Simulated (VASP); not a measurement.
# Re (P6/mmm) in VASP: single point with PBE

Aim: the single point of Re with PBE.

Program: VASP 6.6.1. These are calculated values, not measurements. Logs are shortened: lines on timing, memory, paths and dates and some standing lists are left out, and cuts for length are marked.

## (1) The cell of the first run

The structure is hexagonal, space group P6/mmm (No. 191). The conventional cell has a = 2.764 Å, b = 2.764 Å, c = 2.469 Å, α = 90.00°, β = 90.00°, γ = 120.00°. Within 3.3 Å of Re (site symmetry 6/mmm) lie 8 Re at 2.47 to 2.76 Å.

This isn't the form of Re at room conditions, which is hcp.

## (2) Single point, PBE

INCAR reads:

```
PREC     = Accurate       # precision mode
ENCUT    = 560            # plane-wave cutoff, eV
EDIFF    = 1E-6           # SCF threshold, eV
ISMEAR   = -1             # smearing method
SIGMA    = 0.08           # smearing width, eV
LREAL    = F              # projectors in reciprocal space
LASPH    = T              # aspherical terms in the spheres
NELM     = 120            # most SCF steps
ALGO     = Normal         # electronic algorithm
ISIF     = 2              # what is computed and relaxed
LWAVE    = F              # write WAVECAR
LCHARG   = F              # write CHGCAR
GGA      = PE             # functional
NBANDS   = 14             # bands
GGA_COMPAT= F
```

KPOINTS reads:

```
Automatic mesh
0
Gamma
  16 16 15
```

POSCAR reads:

```
Re
1.0
    2.7641528354      0.0000000000      0.0000000000
   -1.3820764177      2.3938265754      0.0000000000
    0.0000000000      0.0000000000      2.4693650087
Re
1
Direct
    0.0000000000      0.0000000000      0.0000000000
```

Potentials or basis: VASP PAW PBE potentials, release 64 (Re_sv_GW).

Run with:

```console
cat potpaw_PBE.64/Re_sv_GW/POTCAR > POTCAR
mpirun -np 1 vasp_std > vasp.out
```

OUTCAR:

```text
PREC = Accurate
   ENCUT = 560
   EDIFF = 1E-6
   ISMEAR = -1
   LREAL = F
   LASPH = T
   NELM = 120
   ISIF = 2
   GGA = PE

 ion  position               nearest neighbor table
   1  0.000  0.000  0.000-

  LATTYP: Found a hexagonal cell.
 ALAT       =     2.7641528354
 C/A-ratio  =     0.8933532825

  Lattice vectors:

 A1 = (   2.7641528354,   0.0000000000,   0.0000000000)
 A2 = (  -1.3820764177,   2.3938265754,   0.0000000000)
 A3 = (   0.0000000000,   0.0000000000,   2.4693650087)

Analysis of symmetry for initial positions (statically):
=====================================================================
 Subroutine PRICEL returns:
 Original cell was already a primitive cell.

 Routine SETGRP: Setting up the symmetry group for a
 hexagonal supercell.

 Subroutine GETGRP returns: Found 24 space group operations
 (whereof 24 operations were pure point group operations)
 out of a pool of 24 trial point group operations.

The static configuration has the point symmetry D_6h.

Analysis of symmetry for dynamics (positions and initial velocities):
=====================================================================
 Subroutine PRICEL returns:
 Original cell was already a primitive cell.

 Routine SETGRP: Setting up the symmetry group for a
 hexagonal supercell.

 Subroutine GETGRP returns: Found 24 space group operations
 (whereof 24 operations were pure point group operations)
 out of a pool of 24 trial point group operations.

The dynamic configuration has the point symmetry D_6h.

 Subroutine INISYM returns: Found 24 space group operations
 (whereof 24 operations are pure point group operations),
 and found     1 'primitive' translations

----------------------------------------------------------------------------------------

                                     Primitive cell

  volume of cell :      16.3395

  direct lattice vectors                    reciprocal lattice vectors
     2.764152835  0.000000000  0.000000000     0.361774496  0.208870603  0.000000000
    -1.382076418  2.393826575  0.000000000     0.000000000  0.417741206  0.000000000
     0.000000000  0.000000000  2.469365009     0.000000000  0.000000000  0.404962408

  length of vectors
     2.764152835  2.764152835  2.469365009     0.417741206  0.417741206  0.404962408

  position of ions in fractional coordinates (direct lattice)
     0.000000000  0.000000000  0.000000000

  ion indices of the primitive-cell ions
   primitive index   ion index
                 1           1
[... 80 lines left out ...]
   POTIM  = 0.5000    time-step for ionic-motion
   TEBEG  =    0.0;   TEEND  =   0.0 temperature during run
   PSTRESS=    0.0 pullay stress
   NELECT =      15.0000    total number of electrons
   NUPDOWN=      -1.0000    fix difference up-down
   EMIN   =  10.00;   EMAX   =-10.00  energy-range for DOS
   EFERMI =   0.00;   METHOD = LEGACY
   ISMEAR =    -1;   SIGMA  =   0.08  broadening in eV -4-tet -1-fermi 0-gaus
   EFERMI_NEDOS =   21; number of points for ismear=-14 and -15
   IALGO  =     38    algorithm
   IMIX   =      4    mixing-type and parameters
     AMIX     =   0.40;   BMIX     =  1.00
     AMIX_MAG =   1.60;   BMIX_MAG =  1.00
  volume/ion in A,a.u.               =      16.34       110.26
  Fermi-wavevector in a.u.,A,eV,Ry     =   1.591080  3.006704 34.443615  2.531534
  Thomas-Fermi vector in A             =   2.689675
   LORBIT       =      0    0 simple, 1 ext, 2 COOP (PROOUT), +10 PAW based schemes
   GGA     = PE    functional components
   LHFCALC =     F    Hartree Fock is set to
   AEXX    =    0.0000 exact exchange contribution
   IVDW    =     0    specifies the selected vdW correction
   LEPSILON=     F    determine dielectric tensor
   LRPA    =     F    only Hartree local field effects (RPA)
 non-spin polarized calculation
  energy-cutoff  :      560.00
  volume of cell :       16.34
 maximum number of plane-waves:       514
 NGX is ok and might be reduce to    24
   NGX = 11   NGY = 11   NGZ =  9

 number of electron      15.0000001 magnetization

 Free energy of the ion-electron system (eV)
  ---------------------------------------------------
  ext. energy  EPLUGINS =         0.00000000
  ---------------------------------------------------
  free energy    TOTEN  =       -13.01039492 eV

  energy without entropy =      -12.98285484  energy(sigma->0) =      -12.99662488

 E-fermi :  11.8160     XC(G=0): -13.5038

 val. band max:       11.8158091037   @ k =   0.5000   0.0000   0.2667
 cond. band min:      11.8216236258   @ k =   0.3750   0.0625   0.2667
 fundamental gap:      0.0058145221
 Fermi energy:        11.8160306810

 k-point     1 :       0.0000    0.0000    0.0000
  band No.  band energies     occupation
      1     -68.4520      2.00000
      2     -29.8113      2.00000
      3     -29.8113      2.00000
      4     -29.5162      2.00000
      5       2.2873      2.00000
      6       6.2376      2.00000
      7       9.9778      2.00000
      8       9.9778      2.00000
      9      15.7475      0.00000
     10      15.7475      0.00000
     11      24.4942      0.00000
     12      28.2269      0.00000
     13      31.2815      0.00000
     14      31.2815      0.00000
[... 377 lines left out ...]
      1     -68.3874      2.00000
      2     -30.5123      2.00000
      3     -30.1116      2.00000
      4     -29.4365      2.00000
      5       5.9200      2.00000
      6       7.5555      2.00000
      7       8.4098      2.00000
      8      13.3203      0.00000
      9      14.7337      0.00000
     10      15.1356      0.00000
     11      21.1480      0.00000
     12      23.8495      0.00000
     13      30.8261      0.00000
     14      34.7871      0.00000

 [... further k-points ...]

------------------------ aborting loop because EDIFF is reached ----------------------------------------

  FORCE on cell =-STRESS in cart. coord.  units (eV):
  Direction    XX          YY          ZZ          XY          YZ          ZX
  --------------------------------------------------------------------------------------
  -------------------------------------------------------------------------------------
  Total       -0.1364527     -0.1364527     -0.1237156      0.0000000     -0.0000000     -0.0000000
  in kB      -13.3798920    -13.3798920    -12.1309564      0.0000000     -0.0000000     -0.0000000
  external PRESSURE =     -12.9635801 kB  Pullay stress =       0.0000000 kB

 VOLUME and BASIS-vectors are now :
 -----------------------------------------------------------------------------
  energy-cutoff  :      560.00
  volume of cell :       16.34
      direct lattice vectors                 reciprocal lattice vectors
     2.764152835  0.000000000  0.000000000     0.361774496  0.208870603  0.000000000
    -1.382076418  2.393826575  0.000000000     0.000000000  0.417741206  0.000000000
     0.000000000  0.000000000  2.469365009     0.000000000  0.000000000  0.404962408

 POSITION                                       TOTAL-FORCE (eV/Angst)
 -----------------------------------------------------------------------------------
      0.00000      0.00000      0.00000         0.000000      0.000000      0.000000
 -----------------------------------------------------------------------------------
    total drift:                               -0.000000      0.000000      0.000000

  FREE ENERGIE OF THE ION-ELECTRON SYSTEM (eV)
  ---------------------------------------------------
  free  energy   TOTEN  =       -13.0103949216 eV

  energy  without entropy=      -12.9828548407  energy(sigma->0) =      -12.99662488
```

OSZICAR:

```text
N       E                     dE             d eps       ncg     rms          rms(c)
DAV:   1     0.887182555097E+02    0.88718E+02   -0.98560E+03  6870   0.115E+03
DAV:   2    -0.120092297201E+02   -0.10073E+03   -0.95230E+02  8628   0.309E+02
DAV:   3    -0.139069772261E+02   -0.18977E+01   -0.18837E+01  7620   0.392E+01
DAV:   4    -0.139113151721E+02   -0.43379E-02   -0.43376E-02  8220   0.240E+00
DAV:   5    -0.139113328985E+02   -0.17726E-04   -0.17725E-04  7560   0.133E-01    0.112E+02
DAV:   6    -0.131223964912E+02    0.78894E+00   -0.82480E-01  7086   0.875E+00    0.635E+01
DAV:   7    -0.130361221927E+02    0.86274E-01   -0.54192E-01  7788   0.682E+00    0.161E+01
DAV:   8    -0.130102199032E+02    0.25902E-01   -0.73692E-02  6942   0.269E+00    0.139E+00
DAV:   9    -0.130103884606E+02   -0.16856E-03   -0.27442E-03  7692   0.630E-01    0.220E+00
DAV:  10    -0.130103906347E+02   -0.21741E-05   -0.69427E-05  7692   0.953E-02    0.786E-01
DAV:  11    -0.130103939689E+02   -0.33342E-05   -0.41014E-06  7782   0.190E-02    0.551E-02
DAV:  12    -0.130103949216E+02   -0.95268E-06   -0.36799E-07  3786   0.706E-03
   1 F= -.13010395E+02 E0= -.12996625E+02  d E =-.275401E-01
```

Wall time 30 s (1 thread of Intel Xeon Platinum 8259CL at 2.50GHz (Skylake/Cascade Lake), shared host); peak memory 0.19 GiB.

What came out:

```
Free energy            : -13.0104 eV
Pressure               : -1.3 GPa
Band gap on the k mesh : zero (an odd number of electrons rules out a gap without spin polarisation)
```

Caveat: spin-orbit coupling is left out, which moves the levels of the heavy elements.
